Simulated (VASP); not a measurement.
# Si (Fm-3m) in VASP: a series of runs

The runs below take Si through single point, relaxation of cell and atoms, with PBE.

Program: VASP 6.6.1. These are calculated values, not measurements. Logs are shortened: lines on timing, memory, paths and dates and some standing lists are left out, and cuts for length are marked.

## Step 1: The cell of the first run

Symmetry: Fm-3m, No. 225, cubic system. Conventional cell: a = 3.468 Å, b = 3.468 Å, c = 3.468 Å, α = 90.00°, β = 90.00°, γ = 90.00°. Within 3.2 Å of Si (site symmetry m-3m) lie 12 Si at 2.45 Å.

## Step 2: Single point, PBE

Input file INCAR:

```
  PREC = Accurate
  ENCUT = 520
  EDIFF = 1E-7
  ISMEAR = -1
  SIGMA = 0.1
  LREAL = F
  LASPH = T
  NELM = 100
  ALGO = Normal
  ISIF = 2
  LWAVE = F
  LCHARG = T
  GGA = PE
  LELF = T
  LVHAR = T
  NBANDS = 8
```

Input file KPOINTS:

```
Automatic mesh
0
Gamma
  18 18 18
```

Input file POSCAR:

```
Si
1.0
    0.0000000000      1.7339375619      1.7339375619
    1.7339375619      0.0000000000      1.7339375619
    1.7339375619      1.7339375619      0.0000000000
Si
1
Direct
    0.0000000000      0.0000000000      0.0000000000
```

Potentials or basis: VASP PAW PBE potentials, release 64 (Si).

Command:

```bash
$ cat potpaw_PBE.64/Si/POTCAR > POTCAR
$ mpirun -np 1 vasp_std > vasp.out
```

OUTCAR:

```text
PREC = Accurate
   ENCUT = 520
   EDIFF = 1E-7
   ISMEAR = -1
   LREAL = F
   LASPH = T
   NELM = 100
   ISIF = 2
   GGA = PE

 ion  position               nearest neighbor table
   1  0.000  0.000  0.000-

  LATTYP: Found a face centered cubic cell.
 ALAT       =     3.4678751238

  Lattice vectors:

 A1 = (   0.0000000000,   1.7339375619,   1.7339375619)
 A2 = (   1.7339375619,   0.0000000000,   1.7339375619)
 A3 = (   1.7339375619,   1.7339375619,   0.0000000000)

Analysis of symmetry for initial positions (statically):
=====================================================================
 Subroutine PRICEL returns:
 Original cell was already a primitive cell.

 Routine SETGRP: Setting up the symmetry group for a
 face centered cubic supercell.

 Subroutine GETGRP returns: Found 48 space group operations
 (whereof 48 operations were pure point group operations)
 out of a pool of 48 trial point group operations.

The static configuration has the point symmetry O_h .

Analysis of symmetry for dynamics (positions and initial velocities):
=====================================================================
 Subroutine PRICEL returns:
 Original cell was already a primitive cell.

 Routine SETGRP: Setting up the symmetry group for a
 face centered cubic supercell.

 Subroutine GETGRP returns: Found 48 space group operations
 (whereof 48 operations were pure point group operations)
 out of a pool of 48 trial point group operations.

The dynamic configuration has the point symmetry O_h .

 Subroutine INISYM returns: Found 48 space group operations
 (whereof 48 operations are pure point group operations),
 and found     1 'primitive' translations

----------------------------------------------------------------------------------------

                                     Primitive cell

  volume of cell :      10.4263

  direct lattice vectors                    reciprocal lattice vectors
     0.000000000  1.733937562  1.733937562    -0.288361018  0.288361018  0.288361018
     1.733937562  0.000000000  1.733937562     0.288361018 -0.288361018  0.288361018
     1.733937562  1.733937562  0.000000000     0.288361018  0.288361018 -0.288361018

  length of vectors
     2.452158016  2.452158016  2.452158016     0.499455934  0.499455934  0.499455934

  position of ions in fractional coordinates (direct lattice)
     0.000000000  0.000000000  0.000000000

[... 75 lines left out ...]
   EDIFF  = 0.1E-06   stopping-criterion for ELM
   LREAL  =      F    real-space projection
   EDIFFG = 0.1E-05   stopping-criterion for IOM
   NSW    =      0    number of steps for IOM
   IBRION =     -1    ionic relax: 0-MD 1-quasi-New 2-CG
   NFREE  =      0    steps in history (QN), initial steepest desc. (CG)
   ISIF   =      2    stress and relaxation
   ISYM   =      2    0-nonsym 1-usesym 2-fastsym
   POTIM  = 0.5000    time-step for ionic-motion
   TEBEG  =    0.0;   TEEND  =   0.0 temperature during run
   PSTRESS=    0.0 pullay stress
   NELECT =       4.0000    total number of electrons
   NUPDOWN=      -1.0000    fix difference up-down
   EMIN   =  10.00;   EMAX   =-10.00  energy-range for DOS
   EFERMI =   0.00;   METHOD = LEGACY
   ISMEAR =    -1;   SIGMA  =   0.10  broadening in eV -4-tet -1-fermi 0-gaus
   EFERMI_NEDOS =   21; number of points for ismear=-14 and -15
   IALGO  =     38    algorithm
   IMIX   =      4    mixing-type and parameters
     AMIX     =   0.40;   BMIX     =  1.00
     AMIX_MAG =   1.60;   BMIX_MAG =  1.00
  volume/ion in A,a.u.               =      10.43        70.36
  Fermi-wavevector in a.u.,A,eV,Ry     =   1.189555  2.247934 19.252819  1.415042
  Thomas-Fermi vector in A             =   2.325660
   LORBIT       =      0    0 simple, 1 ext, 2 COOP (PROOUT), +10 PAW based schemes
   GGA     = PE    functional components
   LHFCALC =     F    Hartree Fock is set to
   AEXX    =    0.0000 exact exchange contribution
   IVDW    =     0    specifies the selected vdW correction
   LEPSILON=     F    determine dielectric tensor
   LRPA    =     F    only Hartree local field effects (RPA)
 non-spin polarized calculation
  energy-cutoff  :      520.00
  volume of cell :       10.43
 maximum number of plane-waves:       295
   NGX =  9   NGY =  9   NGZ =  9

 number of electron       4.0000000 magnetization

 Free energy of the ion-electron system (eV)
  ---------------------------------------------------
  ext. energy  EPLUGINS =         0.00000000
  ---------------------------------------------------
  free energy    TOTEN  =        -4.37496710 eV

  energy without entropy =       -4.36335796  energy(sigma->0) =       -4.36916253

 E-fermi :  15.2206     XC(G=0): -12.5707

 val. band max:       15.2047695487   @ k =   0.5000   0.3889   0.1111
 cond. band min:      15.2275276237   @ k =  -0.4444   0.4444   0.0556
 fundamental gap:      0.0227580751
 Fermi energy:        15.2205992869

 k-point     1 :       0.0000    0.0000    0.0000
  band No.  band energies     occupation
      1      -2.7441      2.00000
      2      28.3902      0.00000
      3      28.3902      0.00000
      4      28.3902      0.00000
      5      30.8168      0.00000
      6      30.8168      0.00000
      7      30.8168      0.00000
      8      34.5218      0.00000
[... 243 lines left out ...]
 k-point    24 :      -0.2222    0.0556    0.0000
  band No.  band energies     occupation
      1      -0.5597      2.00000
      2      17.0971      0.00000
      3      24.2855      0.00000
      4      27.9592      0.00000
      5      30.2376      0.00000
      6      32.1206      0.00000
      7      32.3539      0.00000
      8      35.1616      0.00000

 [... further k-points ...]

------------------------ aborting loop because EDIFF is reached ----------------------------------------

  FORCE on cell =-STRESS in cart. coord.  units (eV):
  Direction    XX          YY          ZZ          XY          YZ          ZX
  --------------------------------------------------------------------------------------
  -------------------------------------------------------------------------------------
  Total        3.5562893      3.5562893      3.5562893     -0.0000000     -0.0000000     -0.0000000
  in kB      546.4838161    546.4838161    546.4838161     -0.0000000     -0.0000000     -0.0000000
  external PRESSURE =     546.4838161 kB  Pullay stress =       0.0000000 kB

 VOLUME and BASIS-vectors are now :
 -----------------------------------------------------------------------------
  energy-cutoff  :      520.00
  volume of cell :       10.43
      direct lattice vectors                 reciprocal lattice vectors
     0.000000000  1.733937562  1.733937562    -0.288361018  0.288361018  0.288361018
     1.733937562  0.000000000  1.733937562     0.288361018 -0.288361018  0.288361018
     1.733937562  1.733937562  0.000000000     0.288361018  0.288361018 -0.288361018

 POSITION                                       TOTAL-FORCE (eV/Angst)
 -----------------------------------------------------------------------------------
      0.00000      0.00000      0.00000         0.000000      0.000000      0.000000
 -----------------------------------------------------------------------------------
    total drift:                               -0.000000      0.000000     -0.000000

  FREE ENERGIE OF THE ION-ELECTRON SYSTEM (eV)
  ---------------------------------------------------
  free  energy   TOTEN  =        -4.3749670953 eV

  energy  without entropy=       -4.3633579603  energy(sigma->0) =       -4.36916253
```

OSZICAR:

```text
N       E                     dE             d eps       ncg     rms          rms(c)
DAV:   1    -0.194137573815E+01   -0.19414E+01   -0.19809E+03  3576   0.393E+02
DAV:   2    -0.440553147949E+01   -0.24642E+01   -0.23354E+01  4672   0.316E+01
DAV:   3    -0.441653608683E+01   -0.11005E-01   -0.11003E-01  3584   0.217E+00
DAV:   4    -0.441654238625E+01   -0.62994E-05   -0.62983E-05  5192   0.557E-02
DAV:   5    -0.441654238711E+01   -0.86375E-09   -0.15420E-08  3568   0.424E-04    0.504E+00
DAV:   6    -0.439080947587E+01    0.25733E-01   -0.32624E-03  3736   0.287E-01    0.282E+00
DAV:   7    -0.437506914304E+01    0.15740E-01   -0.73974E-03  3904   0.438E-01    0.210E-01
DAV:   8    -0.437496843241E+01    0.10071E-03   -0.31267E-05  4776   0.412E-02    0.145E-02
DAV:   9    -0.437496736382E+01    0.10686E-05   -0.98193E-07  3864   0.557E-03    0.104E-03
DAV:  10    -0.437496710747E+01    0.25635E-06   -0.84133E-09  4264   0.643E-04    0.268E-04
DAV:  11    -0.437496709528E+01    0.12183E-07   -0.10864E-10  2176   0.891E-05
   1 F= -.43749671E+01 E0= -.43691625E+01  d E =-.116091E-01
```

stdout:

```text
POSCAR found type information on POSCAR Si
 POSCAR found :  1 types and       1 ions
 scaLAPACK will be used
 LDA part: xc-table for (Slater+PW92), standard interpolation
 POSCAR, INCAR and KPOINTS ok, starting setup
 FFT: planning ... GRIDC
 FFT: planning ... GRID_SOFT
 FFT: planning ... GRID
 WAVECAR not read
 entering main loop
```

It took 9 s on 1 thread of Intel Xeon 6975P-C, shared host; peak memory 0.12 GiB.

Results:

```yaml
Free_energy: -4.3750 eV
Pressure: 54.6 GPa
Band_gap_on_the_k_mesh: zero (band 2 reaches 28.39 eV, above the bottom of band 3 at 11.79 eV)
```

## Step 3: Single point, PBE

Input file INCAR:

```
SYSTEM = Si
PREC = Accurate ; ENCUT = 520
EDIFF = 1E-7 ; ISMEAR = -1
SIGMA = 0.1 ; LREAL = .FALSE.
LASPH = .TRUE. ; NELM = 60
ALGO = Normal ; ISIF = 2
LWAVE = .FALSE. ; LCHARG = .TRUE.
GGA = PE ; LELF = .TRUE.
LVHAR = .TRUE. ; NBANDS = 8
```

Input file KPOINTS:

```
regular mesh
0
G
  18 18 18
  0 0 0
```

Input file POSCAR:

```
Si
1.0
    0.0000000000      1.7340197940      1.7340197940
    1.7340197940      0.0000000000      1.7340197940
    1.7340197940      1.7340197940      0.0000000000
Si
1
Direct
    0.0000000000      0.0000000000      0.0000000000
```

Potentials or basis: VASP PAW PBE potentials, release 64 (Si).

Command:

```bash
$ cat potpaw_PBE.64/Si/POTCAR > POTCAR
$ mpirun -np 1 vasp_std > vasp.out
```

Wall time 7.9 s (1 thread of Intel Xeon 6975P-C, shared host); peak memory 0.12 GiB.

It converged, with:

| Quantity | Value |
| --- | --- |
| Free energy | -4.3755 eV |
| Pressure | 54.6 GPa |
| Band gap on the k mesh | zero (band 2 reaches 28.39 eV, above the bottom of band 3 at 11.79 eV) |

Levels at points of the mesh, in eV from the Fermi level:
```tsv
k point	band 1	band 2	band 3	band 4	band 5
(0.00, 0.00, 0.00)	-17.96	13.17	13.17	13.17	15.59
(0.50, 0.00, 0.00)	-9.40	-8.85	11.75	11.75	11.94
(0.50, 0.50, 0.00)	-7.20	-5.12	3.57	4.21	4.21
```

## Step 4: Relaxation of cell and atoms, PBE, target pressure 55 GPa, at which the enthalpy is minimised

Input file INCAR:

```
SYSTEM = Si
PREC = Accurate ; ENCUT = 600
EDIFF = 1E-6 ; ISMEAR = -1
SIGMA = 0.1 ; LREAL = .False.
LASPH = .True. ; NELM = 60
ALGO = Normal ; ISIF = 3
LWAVE = .False. ; LCHARG = .False.
GGA = PE ; IBRION = 2
NSW = 60 ; EDIFFG = -0.005
PSTRESS = 550.0
```

Input file KPOINTS:

```
regular mesh
0
Gamma
  18 18 18
  0 0 0
```

Input file POSCAR:

```
Si
1.0
    0.0000000000      1.7334566103      1.7334566103
    1.7334566103      0.0000000000      1.7334566103
    1.7334566103      1.7334566103      0.0000000000
Si
1
Direct
    0.0000000000      0.0000000000      0.0000000000
```

Command:

```bash
$ cat potpaw_PBE.64/Si/POTCAR > POTCAR
$ mpirun -np 1 vasp_std > vasp.out
```

Run time: 13 s. Hardware: 1 thread of Intel Xeon 6975P-C, shared host; peak memory 0.13 GiB.

Results (log left out):

```yaml
Free_energy: -4.3708 eV
Relaxed_volume: 10.41 Å³/atom
Relaxed_cell: a = 2.451 Å, b = 2.451 Å, c = 2.451 Å, α = 60.00°, β = 60.00°, γ = 60.00°
Space_group_after_relaxing_to_0.05_Å: Fm-3m (No. 225)
Energy_change_on_relaxing_the_enthalpy_is_what_falls: +1.3 meV/atom
Ionic_steps: 3
Pressure_after_relaxing: 55.0 GPa
Band_gap_on_the_k_mesh: zero (band 2 reaches 28.42 eV, above the bottom of band 3 at 11.82 eV)
```

Step by step:
| step | energy change (eV) | largest force (eV/Å) | pressure (GPa) | volume (Å³) |
| --- | --- | --- | --- | --- |
| 1 | 0.0000 | 0.0000 | 54.90 | 10.42 |
| 2 | 0.0033 | 0.0000 | 55.14 | 10.41 |
| 3 | 0.0013 | 0.0000 | 55.02 | 10.41 |

Final structure:
```cif
data_structure
_symmetry_space_group_name_H-M 'P 1'
_symmetry_Int_Tables_number 1
_cell_length_a 2.4512
_cell_length_b 2.4512
_cell_length_c 2.4512
_cell_angle_alpha 60.000
_cell_angle_beta 60.000
_cell_angle_gamma 60.000
_cell_volume 10.41
loop_
_atom_site_label
_atom_site_type_symbol
_atom_site_fract_x
_atom_site_fract_y
_atom_site_fract_z
_atom_site_occupancy
Si1 Si 0.00000 0.00000 0.00000 1
```

Levels at points of the mesh, in eV from the Fermi level:
| k point | band 1 | band 2 | band 3 | band 4 | band 5 |
| --- | --- | --- | --- | --- | --- |
| (0.00, 0.00, 0.00) | -17.98 | 13.18 | 13.18 | 13.18 | 15.62 |
| (0.50, 0.00, 0.00) | -9.41 | -8.86 | 11.76 | 11.76 | 11.95 |
| (0.50, 0.50, 0.00) | -7.21 | -5.12 | 3.57 | 4.22 | 4.22 |

Caveat: the cell is relaxed towards a set pressure, so the enthalpy falls and the energy may rise.

## Step 5: Relaxation of cell and atoms, PBE, target pressure 55 GPa, at which the enthalpy is minimised

Input file INCAR:

```
PREC     = Accurate       # precision mode
ENCUT    = 600            # plane-wave cutoff, eV
EDIFF    = 1E-7           # SCF threshold, eV
ISMEAR   = -1             # smearing method
SIGMA    = 0.1            # smearing width, eV
LREAL    = False          # projectors in reciprocal space
LASPH    = True           # aspherical terms in the spheres
NELM     = 100            # most SCF steps
ALGO     = Normal         # electronic algorithm
ISIF     = 3              # what is computed and relaxed
LWAVE    = False          # write WAVECAR
LCHARG   = False          # write CHGCAR
GGA      = PE             # functional
IBRION   = 2              # ionic algorithm
NSW      = 32             # ionic steps
EDIFFG   = -0.005         # ionic threshold
PSTRESS  = 550.0
```

Input file KPOINTS:

```
regular mesh
0
Gamma
  18 18 18
```

Input file POSCAR:

```
Si
1.0
    0.0000000000      1.7339375619      1.7339375619
    1.7339375619      0.0000000000      1.7339375619
    1.7339375619      1.7339375619      0.0000000000
Si
1
Direct
    0.0000000000      0.0000000000      0.0000000000
```

Command:

```bash
$ cat potpaw_PBE.64/Si/POTCAR > POTCAR
$ mpirun -np 1 vasp_std > vasp.out
```

Wall time 16 s (1 thread of Intel Xeon 6975P-C, shared host); peak memory 0.13 GiB.

It converged, with:

| Property | Result |
| --- | --- |
| Free energy | -4.3708 eV |
| Relaxed volume | 10.41 Å³/atom |
| Relaxed cell | a = 2.451 Å, b = 2.451 Å, c = 2.451 Å, α = 60.00°, β = 60.00°, γ = 60.00° |
| Space group after relaxing (to 0.05 Å) | Fm-3m (No. 225) |
| Energy change on relaxing (the enthalpy is what falls) | +4.3 meV/atom |
| Ionic steps | 3 |
| Pressure after relaxing | 55.0 GPa |
| Band gap on the k mesh | zero (band 2 reaches 28.42 eV, above the bottom of band 3 at 11.82 eV) |

The path:
```csv
step,energy change (eV),largest force (eV/Å),pressure (GPa),volume (Å³)
1,0.0000,0.0000,54.66,10.43
2,0.0114,0.0000,55.59,10.39
3,0.0043,0.0000,55.01,10.41
```

Final structure:
```
CELL_PARAMETERS angstrom
0.00000 1.73324 1.73324
1.73324 0.00000 1.73324
1.73324 1.73324 0.00000
ATOMIC_POSITIONS crystal
Si 0.00000 0.00000 0.00000
```

Levels at points of the mesh, in eV from the Fermi level:
| k point | band 1 | band 2 | band 3 | band 4 | band 5 | band 6 |
| --- | --- | --- | --- | --- | --- | --- |
| (0.00, 0.00, 0.00) | -17.98 | 13.18 | 13.18 | 13.18 | 15.62 | 15.62 |
| (0.50, 0.00, 0.00) | -9.41 | -8.86 | 11.76 | 11.76 | 11.95 | 11.95 |
| (0.50, 0.50, 0.00) | -7.21 | -5.12 | 3.57 | 4.22 | 4.22 | 9.48 |

Caveat: the cell is relaxed towards a set pressure, so the enthalpy falls and the energy may rise.

## Step 6: The runs side by side

```csv
task,cell,cutoff (eV),gap on the mesh (eV),pressure (GPa)
single point,"a = 2.452 Å, angles 60.0°, 1 atom",520,none,54.6
relaxation of cell and atoms,"relaxed to 55 GPa from a = 2.451 Å, angles 60.0°, 1 atom",600,none,55.0
relaxation of cell and atoms,"relaxed to 55 GPa from a = 2.452 Å, angles 60.0°, 1 atom",600,none,55.0
```

Alike in all rows: level PBE; potentials or basis VASP PAW PBE potentials, release 64 (Si); no spin polarisation; k mesh 18 × 18 × 18; smearing fermi-dirac 0.1 eV.

Caveats: the cell is relaxed towards a set pressure, so the enthalpy falls and the energy may rise (some runs).

Total energies depend on the potentials used, so only differences within one code and one set of settings carry meaning.
